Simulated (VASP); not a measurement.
Write the native input for VASP 6.6.1 that does the following.

```
Task                   : single point
Functional             : r2SCAN
Potentials or basis    : VASP PAW PBE potentials, release 64 (Si, Ge_d)
Cutoff                 : 520 eV
k mesh                 : 12 × 12 × 4
Occupations            : gaussian, width 0.02 eV
Spin                   : no spin polarisation
Dipole correction      : no
Further INCAR settings : ALGO = Normal; EDIFF = 1e-06; NBANDS = 26
```

SiGe:

```
CELL_PARAMETERS angstrom
3.89555 0.00000 0.00000
-1.94778 3.37365 0.00000
0.00000 0.00000 6.58275
ATOMIC_POSITIONS crystal
Si 0.66667 0.33333 0.87333
Si 0.33333 0.66667 0.37333
Ge 0.66667 0.33333 0.50167
Ge 0.33333 0.66667 0.00167
```

These files were run (other wordings do the same):

POSCAR

```
SiGe
1.0
    3.8955526134      0.0000000000      0.0000000000
   -1.9477763067      3.3736475250      0.0000000000
    0.0000000000      0.0000000000      6.5827532605
Si Ge
2 2
Direct
    0.6666666672      0.3333333328      0.8733279874
    0.3333333328      0.6666666672      0.3733279874
    0.6666666662      0.3333333338      0.5016710126
    0.3333333338      0.6666666662      0.0016710126
```

INCAR.step1

```
PREC = Accurate
ENCUT = 520
ISMEAR = 0
SIGMA = 0.02
LREAL = False
LASPH = True
NELM = 100
NBANDS = 26
GGA = PE
ALGO = Normal
EDIFF = 1E-4
LWAVE = True
LCHARG = False
```

INCAR.step2

```
PREC = Accurate
ENCUT = 520
EDIFF = 1E-6
ISMEAR = 0
SIGMA = 0.02
LREAL = False
LASPH = True
NELM = 100
ALGO = Normal
ISIF = 2
LWAVE = False
LCHARG = False
METAGGA = R2SCAN
LMIXTAU = True
NBANDS = 26
ISTART = 1
```

KPOINTS

```
regular mesh
0
Gamma
  12 12 4
```

Potentials or basis: VASP PAW PBE potentials, release 64 (Si, Ge_d).

Command:

```bash
$ cat potpaw_PBE.64/Si/POTCAR potpaw_PBE.64/Ge_d/POTCAR > POTCAR
$ cp INCAR.step1 INCAR
$ mpirun -np 1 vasp_std > vasp.out
$ cp INCAR.step2 INCAR
$ mpirun -np 1 vasp_std > vasp.out
```

Results of the run:

```json
{
  "Pressure": "-1.3 GPa",
  "Band gap on the k mesh": "0.72 eV (least direct gap 0.96 eV)"
}
```

Caveat: semilocal functionals underestimate gaps, and a narrow one can read as zero; the PAW data sets were made with another functional, which shifts forces and pressure a little.

It took 4 min on 1 thread of AMD EPYC 9R45 96-Core Processor (Zen 5) (shared host), peak memory 0.25 GiB.
